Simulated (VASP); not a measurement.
# GaN (Imm2) in VASP: single point with PBE

Aim: the single point of GaN with PBE.

Everything below comes from runs of VASP 6.6.1. Logs are shortened: lines on timing, memory, paths and dates and some standing lists are left out, and cuts for length are marked.

## (1) The cell of the first run

It takes space group Imm2 (No. 44, orthorhombic). The conventional cell has a = 3.187 Å, b = 3.187 Å, c = 4.507 Å, α = 90.00°, β = 90.00°, γ = 90.00°. Within 2.4 Å of Ga (site symmetry mm2) lie 4 N at 1.84 to 2.07 Å. Within 2.4 Å of N (site symmetry mm2) lie 4 Ga at 1.84 to 2.07 Å.

## (2) Single point, PBE

The input, INCAR:

```
SYSTEM = GaN
PREC = Accurate
ENCUT = 520
EDIFF = 1E-6
ISMEAR = 0
SIGMA = 0.01
LREAL = .False.
LASPH = .True.
NELM = 100
ALGO = Normal
ISIF = 2
LWAVE = .False.
LCHARG = .True.
GGA = PE
LELF = .True.
LVHAR = .True.
NBANDS = 16
```

The input, KPOINTS:

```
regular mesh
0
Gamma
  8 8 8
  0 0 0
```

The input, POSCAR:

```
GaN
1.0
    0.0000000000      2.2535006100      2.2535006100
    2.2535006100      0.0000000000      2.2535006100
    2.2535006100      2.2535006100      0.0000000000
Ga N
1 1
Direct
    0.0000000000      0.0000000000      0.0000000000
    0.7943754029      0.7056245949      0.7943754029
```

Potentials or basis: VASP PAW PBE potentials, release 64 (Ga_d, N).

Launch:

```console
> cat potpaw_PBE.64/Ga_d/POTCAR potpaw_PBE.64/N/POTCAR > POTCAR
> mpirun -np 1 vasp_std > vasp.out
```

OUTCAR:

```text
SYSTEM = GaN
   PREC = Accurate
   ENCUT = 520
   EDIFF = 1E-6
   ISMEAR = 0
   LREAL = .False.
   LASPH = .True.
   NELM = 100
   ISIF = 2
   GGA = PE

 ion  position               nearest neighbor table
   1  0.000  0.000  0.000-   2 1.84   2 1.84   2 2.07   2 2.07
   2  0.794  0.706  0.794-   1 1.84   1 1.84   1 2.07   1 2.07

  LATTYP: Found a face centered cubic cell.
 ALAT       =     4.5070012200

  Lattice vectors:

 A1 = (   0.0000000000,   2.2535006100,   2.2535006100)
 A2 = (   2.2535006100,   0.0000000000,   2.2535006100)
 A3 = (   2.2535006100,   2.2535006100,   0.0000000000)

Analysis of symmetry for initial positions (statically):
=====================================================================
 Subroutine PRICEL returns:
 Original cell was already a primitive cell.

 Routine SETGRP: Setting up the symmetry group for a
 face centered cubic supercell.

 Subroutine GETGRP returns: Found  4 space group operations
 (whereof  4 operations were pure point group operations)
 out of a pool of 48 trial point group operations.

The static configuration has the point symmetry C_2v.

Analysis of symmetry for dynamics (positions and initial velocities):
=====================================================================
 Subroutine PRICEL returns:
 Original cell was already a primitive cell.

 Routine SETGRP: Setting up the symmetry group for a
 face centered cubic supercell.

 Subroutine GETGRP returns: Found  4 space group operations
 (whereof  4 operations were pure point group operations)
 out of a pool of 48 trial point group operations.

The dynamic configuration has the point symmetry C_2v.

 Subroutine INISYM returns: Found  4 space group operations
 (whereof  4 operations are pure point group operations),
 and found     1 'primitive' translations

----------------------------------------------------------------------------------------

                                     Primitive cell

  volume of cell :      22.8877

  direct lattice vectors                    reciprocal lattice vectors
     0.000000000  2.253500610  2.253500610    -0.221877020  0.221877020  0.221877020
     2.253500610  0.000000000  2.253500610     0.221877020 -0.221877020  0.221877020
     2.253500610  2.253500610  0.000000000     0.221877020  0.221877020 -0.221877020

  length of vectors
     3.186931125  3.186931125  3.186931125     0.384302272  0.384302272  0.384302272

  position of ions in fractional coordinates (direct lattice)
     0.000000000  0.000000000  0.000000000
     0.794375403  0.705624595  0.794375403

  ion indices of the primitive-cell ions
   primitive index   ion index
                 1           1
                 2           2

----------------------------------------------------------------------------------------

 KPOINTS: regular mesh

Automatic generation of k-mesh.
 Grid dimensions read from file:
 generate k-points for:    8    8    8

 Generating k-lattice:

  Cartesian coordinates                     Fractional coordinates (reciprocal lattice)
    -0.027734628  0.027734628  0.027734628     0.125000000  0.000000000  0.000000000
     0.027734628 -0.027734628  0.027734628     0.000000000  0.125000000  0.000000000
     0.027734628  0.027734628 -0.027734628     0.000000000  0.000000000  0.125000000

  Length of vectors
     0.048037784  0.048037784  0.048037784

  Shift w.r.t. Gamma in fractional coordinates (k-lattice)
     0.000000000  0.000000000  0.000000000

 Subroutine IBZKPT returns following result:
 ===========================================

 Found     95 irreducible k-points:

 Following reciprocal coordinates:
            Coordinates               Weight
  0.000000  0.000000  0.000000      1.000000
  0.125000  0.000000  0.000000      4.000000
  0.000000  0.125000  0.000000      4.000000
  0.250000  0.000000  0.000000      4.000000
  0.000000  0.250000  0.000000      4.000000
  0.375000  0.000000  0.000000      4.000000
[... 16 lines left out ...]
  0.500000  0.375000  0.500000      4.000000
 -0.375000  0.125000  0.000000      8.000000
 [... further k-points ...]
   k-points           NKPTS =     95   k-points in BZ     NKDIM =     95   number of bands    NBANDS=     16
   number of dos      NEDOS =    301   number of ions     NIONS =      2
   total plane-waves  NPLWV =  13824
   dimension x,y,z NGX =    24 NGY =   24 NGZ =   24
   dimension x,y,z NGXF=    48 NGYF=   48 NGZF=   48
   ions per type =               1   1
   NGX,Y,Z   is equivalent  to a cutoff of  12.52, 12.52, 12.52 a.u.
   NGXF,Y,Z  is equivalent  to a cutoff of  25.04, 25.04, 25.04 a.u.
 SYSTEM =  GaN
   PREC   = accura    normal or accurate (medium, high low for compatibility)
   ISTART =      0    job   : 0-new  1-cont  2-samecut
   ICHARG =      2    charge: 1-file 2-atom 10-const
   ISPIN  =      1    spin polarized calculation?
   LNONCOLLINEAR =      F non collinear calculations
   LSORBIT =      F    spin-orbit coupling
   LASPH  =      T    aspherical Exc in radial PAW
   ENCUT  =  520.0 eV  38.22 Ry    6.18 a.u.   5.93  5.93  5.93*2*pi/ulx,y,z
   NELM   =    100;   NELMIN=  2; NELMDL= -5     # of ELM steps
   EDIFF  = 0.1E-05   stopping-criterion for ELM
   LREAL  =      F    real-space projection
   EDIFFG = 0.1E-04   stopping-criterion for IOM
   NSW    =      0    number of steps for IOM
   IBRION =     -1    ionic relax: 0-MD 1-quasi-New 2-CG
   NFREE  =      0    steps in history (QN), initial steepest desc. (CG)
   ISIF   =      2    stress and relaxation
   ISYM   =      2    0-nonsym 1-usesym 2-fastsym
   POTIM  = 0.5000    time-step for ionic-motion
   TEBEG  =    0.0;   TEEND  =   0.0 temperature during run
   PSTRESS=    0.0 pullay stress
   NELECT =      18.0000    total number of electrons
   NUPDOWN=      -1.0000    fix difference up-down
   EMIN   =  10.00;   EMAX   =-10.00  energy-range for DOS
   EFERMI =   0.00;   METHOD = LEGACY
   ISMEAR =     0;   SIGMA  =   0.01  broadening in eV -4-tet -1-fermi 0-gaus
   EFERMI_NEDOS =   21; number of points for ismear=-14 and -15
   IALGO  =     38    algorithm
   IMIX   =      4    mixing-type and parameters
     AMIX     =   0.40;   BMIX     =  1.00
     AMIX_MAG =   1.60;   BMIX_MAG =  1.00
  volume/ion in A,a.u.               =      11.44        77.23
  Fermi-wavevector in a.u.,A,eV,Ry     =   1.511117  2.855596 31.068543  2.283473
  Thomas-Fermi vector in A             =   2.621216
   LORBIT       =      0    0 simple, 1 ext, 2 COOP (PROOUT), +10 PAW based schemes
   GGA     = PE    functional components
   LHFCALC =     F    Hartree Fock is set to
   AEXX    =    0.0000 exact exchange contribution
   IVDW    =     0    specifies the selected vdW correction
   LEPSILON=     F    determine dielectric tensor
   LRPA    =     F    only Hartree local field effects (RPA)
 non-spin polarized calculation
 Gauss-broadening in eV      SIGMA  =   0.01
  energy-cutoff  :      520.00
  volume of cell :       22.89
 maximum number of plane-waves:       636
   NGX = 11   NGY = 11   NGZ = 11

 number of electron      18.0000004 magnetization

 Free energy of the ion-electron system (eV)
  ---------------------------------------------------
  ext. energy  EPLUGINS =         0.00000000
  ---------------------------------------------------
  free energy    TOTEN  =       -11.90409779 eV

  energy without entropy =      -11.90409779  energy(sigma->0) =      -11.90409779

 E-fermi :   5.6208     XC(G=0): -11.6660

 val. band max:        5.5448244525   @ k =   0.0000   0.0000   0.0000
 cond. band min:       7.0201768031   @ k =   0.0000   0.0000   0.0000
 fundamental gap:      1.4753523506
 Fermi energy:         5.6207632948

 k-point     1 :       0.0000    0.0000    0.0000
  band No.  band energies     occupation
      1     -10.7933      2.00000
      2      -8.2947      2.00000
      3      -8.1753      2.00000
      4      -8.1277      2.00000
      5      -7.9272      2.00000
      6      -7.9023      2.00000
[... 8 lines left out ...]
     15      23.5843      0.00000
     16      24.2095      0.00000

 k-point     2 :       0.1250    0.0000    0.0000
  band No.  band energies     occupation
      1     -10.6426      2.00000
      2      -8.2738      2.00000
      3      -8.1818      2.00000
      4      -8.0307      2.00000
      5      -7.9288      2.00000
      6      -7.9033      2.00000
[... 8 lines left out ...]
     15      22.6988      0.00000
     16      22.7201      0.00000

 k-point     3 :       0.0000    0.1250    0.0000
  band No.  band energies     occupation
      1     -10.6152      2.00000
      2      -8.2783      2.00000
      3      -8.1567      2.00000
      4      -8.0593      2.00000
      5      -7.9255      2.00000
      6      -7.9058      2.00000
[... 8 lines left out ...]
     15      22.3202      0.00000
     16      22.6747      0.00000

 k-point     4 :       0.2500    0.0000    0.0000
  band No.  band energies     occupation
      1     -10.3059      2.00000
      2      -8.2296      2.00000
      3      -8.1684      2.00000
      4      -7.9233      2.00000
      5      -7.8986      2.00000
      6      -7.7007      2.00000
[... 8 lines left out ...]
     15      22.2229      0.00000
     16      22.6541      0.00000
[... 324 lines left out ...]
 k-point    22 :       0.1250    0.0000    0.5000
  band No.  band energies     occupation
      1      -9.9211      2.00000
      2      -8.1588      2.00000
      3      -8.1448      2.00000
      4      -7.9223      2.00000
      5      -7.8650      2.00000
      6      -6.5482      2.00000
[... 8 lines left out ...]
     15      24.3672      0.00000
     16      25.3663      0.00000

 k-point    23 :       0.5000    0.3750    0.5000
  band No.  band energies     occupation
      1      -9.7771      2.00000
      2      -8.1481      2.00000
      3      -8.0796      2.00000
      4      -7.9171      2.00000
      5      -7.8561      2.00000
      6      -6.5196      2.00000
[... 8 lines left out ...]
     15      23.4661      0.00000
     16      25.4215      0.00000

 k-point    24 :      -0.3750    0.1250    0.0000
  band No.  band energies     occupation
      1      -9.9225      2.00000
      2      -8.1843      2.00000
      3      -8.1293      2.00000
      4      -7.9087      2.00000
      5      -7.8921      2.00000
      6      -6.7070      2.00000
[... 8 lines left out ...]
     15      23.5356      0.00000
     16      24.6566      0.00000

 [... further k-points ...]

------------------------ aborting loop because EDIFF is reached ----------------------------------------

  FORCE on cell =-STRESS in cart. coord.  units (eV):
  Direction    XX          YY          ZZ          XY          YZ          ZX
  --------------------------------------------------------------------------------------
  -------------------------------------------------------------------------------------
  Total        1.5180964      0.7570152      1.5180964      0.0000000      0.0000000      1.7368253
  in kB      106.2690762     52.9922223    106.2690762      0.0000000      0.0000000    121.5804333
  external PRESSURE =      88.5101249 kB  Pullay stress =       0.0000000 kB

 VOLUME and BASIS-vectors are now :
 -----------------------------------------------------------------------------
  energy-cutoff  :      520.00
  volume of cell :       22.89
      direct lattice vectors                 reciprocal lattice vectors
     0.000000000  2.253500610  2.253500610    -0.221877020  0.221877020  0.221877020
     2.253500610  0.000000000  2.253500610     0.221877020 -0.221877020  0.221877020
     2.253500610  2.253500610  0.000000000     0.221877020  0.221877020 -0.221877020

 POSITION                                       TOTAL-FORCE (eV/Angst)
 -----------------------------------------------------------------------------------
      0.00000      0.00000      0.00000         0.000000      2.324586      0.000000
      3.38025      3.58025      3.38025         0.000000     -2.324586      0.000000
 -----------------------------------------------------------------------------------
    total drift:                                0.000006     -0.000192      0.000006

  FREE ENERGIE OF THE ION-ELECTRON SYSTEM (eV)
  ---------------------------------------------------
  free  energy   TOTEN  =       -11.9040977904 eV

  energy  without entropy=      -11.9040977904  energy(sigma->0) =      -11.90409779
```

Run time: 29 s. Hardware: 1 thread of Intel Xeon Platinum 8375C at 2.90GHz (Ice Lake), shared host; peak memory 0.16 GiB.

Results:

| Item | Value |
| --- | --- |
| Free energy | -11.9041 eV |
| Pressure | 8.9 GPa |
| Largest force | 2.325 eV/Å |
| Band gap on the k mesh | 1.48 eV |

Forces in eV/Å, atoms in the order of the input:
```
Ga   0.000  2.325  0.000
N    0.000 -2.325  0.000
```

Stress tensor (GPa, compression positive):
```
10.63  0.00 12.16
 0.00  5.30  0.00
12.16  0.00 10.63
```

Levels at points of the mesh, in eV from the valence-band top:
| k point | band 5 | band 6 | band 7 | band 8 | band 9 | band 10 | band 11 | band 12 | band 13 | band 14 |
| --- | --- | --- | --- | --- | --- | --- | --- | --- | --- | --- |
| (0.00, 0.00, 0.00) | -13.47 | -13.45 | -0.78 | -0.16 | 0.00 | 1.48 | 9.94 | 10.03 | 10.56 | 17.21 |
| (0.50, 0.00, 0.00) | -13.41 | -12.13 | -6.93 | -1.73 | -0.75 | 4.18 | 8.32 | 9.25 | 10.82 | 15.26 |
| (0.00, 0.50, 0.00) | -13.40 | -12.13 | -7.67 | -1.60 | -0.81 | 4.51 | 8.45 | 9.45 | 11.23 | 15.15 |
| (0.50, 0.50, 0.00) | -13.38 | -11.77 | -6.49 | -2.88 | -2.83 | 2.97 | 6.18 | 11.33 | 13.81 | 13.96 |
| (0.50, 0.00, 0.50) | -13.37 | -11.64 | -6.29 | -3.28 | -2.72 | 3.04 | 6.47 | 11.33 | 13.25 | 14.21 |

Caveat: the cell stands under pressure; forces of over 1 eV/Å act on the atoms, so gaps and moduli don't describe the material at rest.
